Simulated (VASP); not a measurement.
Wanted: the native input for a VASP 6.6.1 run.

| Item | Value |
| --- | --- |
| Task | single point |
| Functional | PBE |
| Potentials or basis | VASP PAW PBE potentials, release 64 (Ge_d, Br) |
| Cutoff | 520 eV |
| k mesh | 18 × 18 × 12 |
| Occupations | gaussian, width 0.1 eV |
| Spin | no spin polarisation |
| Dipole correction | no |
| Further INCAR settings | ALGO = Normal; EDIFF = 1e-06; NBANDS = 18 |

The structure of GeBr lies in POSCAR:

```
GeBr
1.0
    3.5249537702      0.0000000000      0.0000000000
   -1.7624768851      3.0526995121      0.0000000000
    0.0000000000      0.0000000000      4.5073252383
Ge Br
1 1
Direct
    0.6666666667      0.3333333333      0.5000000000
    0.0000000000      0.0000000000      0.0000000000
```

These files were run (other wordings do the same):

INCAR

```
PREC     = Accurate       # precision mode
ENCUT    = 520            # plane-wave cutoff, eV
EDIFF    = 1E-6           # SCF threshold, eV
ISMEAR   = 0              # smearing method
SIGMA    = 0.1            # smearing width, eV
LREAL    = False          # projectors in reciprocal space
LASPH    = True           # aspherical terms in the spheres
NELM     = 80             # most SCF steps
ALGO     = Normal         # electronic algorithm
ISIF     = 2              # what is computed and relaxed
LWAVE    = False          # write WAVECAR
LCHARG   = False          # write CHGCAR
GGA      = PE             # functional
NBANDS   = 18             # bands
```

KPOINTS

```
regular mesh
0
Gamma
  18 18 12
```

Potentials or basis: VASP PAW PBE potentials, release 64 (Ge_d, Br).

The run is started by

```bash
$ cat potpaw_PBE.64/Ge_d/POTCAR potpaw_PBE.64/Br/POTCAR > POTCAR
$ mpirun -np 1 vasp_std > vasp.out
```

Results of the run:

- Pressure: 0.0 GPa

Caveat: an odd number of electrons without spin polarisation forces a metal; a magnetic or distorted state may lie lower.

Wall time 72 s on 1 thread of Intel(R) Xeon(R) 6975P-C (Granite Rapids), on a shared host, peak memory 0.34 GiB.
